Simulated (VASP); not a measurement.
A run of VASP 6.6.1:

Contents of POSCAR:

```
SnO
1.0
    3.8677643025      0.0000000000      0.0000000000
    0.0000000000      3.8677643025      0.0000000000
    0.0000000000      0.0000000000      5.0699830525
Sn O
2 2
Direct
    0.0000000000      0.5000000000      0.2287087015
    0.5000000000      0.0000000000      0.7712912985
    0.0000000000      0.0000000000      0.0000000000
    0.5000000000      0.5000000000      0.0000000000
```

File INCAR.step1:

```
SYSTEM = SnO
PREC     = Accurate       ! precision mode
ENCUT    = 520            ! plane-wave cutoff, eV
ISMEAR   = 0              ! smearing method
SIGMA    = 0.02           ! smearing width, eV
LREAL    = .False.        ! projectors in reciprocal space
LASPH    = .True.         ! aspherical terms in the spheres
NELM     = 80             ! most SCF steps
NBANDS   = 28             ! bands
GGA      = PE             ! functional
ALGO     = Normal         ! electronic algorithm
EDIFF    = 1E-4           ! SCF threshold, eV
LWAVE    = .True.         ! write WAVECAR
LCHARG   = .False.        ! write CHGCAR
```

Contents of INCAR.step2:

```
SYSTEM = SnO
PREC     = Accurate       ! precision mode
ENCUT    = 520            ! plane-wave cutoff, eV
EDIFF    = 1E-7           ! SCF threshold, eV
ISMEAR   = 0              ! smearing method
SIGMA    = 0.02           ! smearing width, eV
LREAL    = .False.        ! projectors in reciprocal space
LASPH    = .True.         ! aspherical terms in the spheres
NELM     = 80             ! most SCF steps
ALGO     = Normal         ! electronic algorithm
ISIF     = 2              ! what is computed and relaxed
LWAVE    = .False.        ! write WAVECAR
LCHARG   = .False.        ! write CHGCAR
METAGGA  = R2SCAN         ! meta-GGA
LMIXTAU  = .True.       
NBANDS   = 28             ! bands
ISTART   = 1
```

The input KPOINTS:

```
regular mesh
0
Gamma
  10 10 8
  0 0 0
```

Potentials or basis: VASP PAW PBE potentials, release 64 (Sn_d, O).

Command:

```sh
$ cat potpaw_PBE.64/Sn_d/POTCAR potpaw_PBE.64/O/POTCAR > POTCAR
$ cp INCAR.step1 INCAR
$ mpirun -np 1 vasp_std > vasp.out
$ cp INCAR.step2 INCAR
$ mpirun -np 1 vasp_std > vasp.out
```

Hardware: 1 thread of Intel(R) Xeon(R) Platinum 8259CL CPU @ 2.50GHz (Skylake/Cascade Lake), with other jobs on the host.

Question: How long does it take, and how much memory?

Answer: It took 11 min on 1 thread of Intel(R) Xeon(R) Platinum 8259CL CPU @ 2.50GHz (Skylake/Cascade Lake) (shared host), peak memory 0.32 GiB. Counts: k points 105.
